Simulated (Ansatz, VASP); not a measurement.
## Ba: VASP beside Ansatz

Contents of INCAR:

```
PREC = Accurate
ENCUT = 520
EDIFF = 1E-7
ISMEAR = -1
SIGMA = 0.1
LREAL = F
LASPH = T
NELM = 100
ALGO = Normal
ISIF = 2
LWAVE = F
LCHARG = T
GGA = B5
ALDAX = 1.0
AGGAX = 1.0
AGGAC = 1.0
ALDAC = 0.0
LELF = T
LVHAR = T
NBANDS = 28
```

Contents of KPOINTS:

```
regular mesh
0
Gamma
  9 9 3
```

Contents of POSCAR:

```
Ba
1.0
    4.6226546428      0.0000000000      0.0000000000
   -2.3113273214      4.0033363536      0.0000000000
    0.0000000000      0.0000000000     15.0884217812
Ba
4
Direct
    0.0000000000      1.0000000000      1.0000000000
    0.0000000000      1.0000000000      0.5000000000
    0.3333333333      0.6666666667      0.2500000000
    0.6666666667      0.3333333333      0.7500000000
```

Input for Ansatz:

```yaml
crystal:
  lattice:
    - [4.6226546428, 0.0, 0.0]
    - [-2.3113273214, 4.0033363536, 0.0]
    - [0.0, 0.0, 15.0884217812]
  atoms:
    - { symbol: Ba, position: [0.0, 1.0, 1.0] }
    - { symbol: Ba, position: [0.0, 1.0, 0.5] }
    - { symbol: Ba, position: [0.3333333333, 0.6666666667, 0.25] }
    - { symbol: Ba, position: [0.6666666667, 0.3333333333, 0.75] }
hamiltonian:
  xc: blyp
  pseudopotentials:
    kind: paw
    azcp:
      Ba: "pseudopotentials/Ba.paw.azcp"
basis:
  ecutwfc: 420
  fft_grid_basis: typed
kpoints:
  mp_grid: { grid: [9, 9, 3], shift: [0, 0, 0] }
magnetization:
  spin_polarized: false
scf:
  occupations: { method: fermi_dirac, width: 0.1 }
  lower_state_search: "off"
output:
  stress: true
```

Alike in both runs: task single point; functional BLYP; k mesh 9 × 9 × 3; occupations fermi-dirac, width 0.1 eV; no spin polarisation.

```csv
,VASP,Ansatz
version,VASP 6.6.1,Ansatz 0.2.0
potentials or method,"VASP PAW PBE potentials, release 64 (Ba_sv), cutoff 520 eV","plane waves (420 eV) with PAW, scalar-relativistic"
valence electrons in the cell,40,40
```

```csv
,VASP,Ansatz,Ansatz less VASP
pressure (GPa),-0.2,-0.3,-0.03
```

VASP's potentials were made for PBE, not for BLYP.

Neither program's run includes spin-orbit coupling.
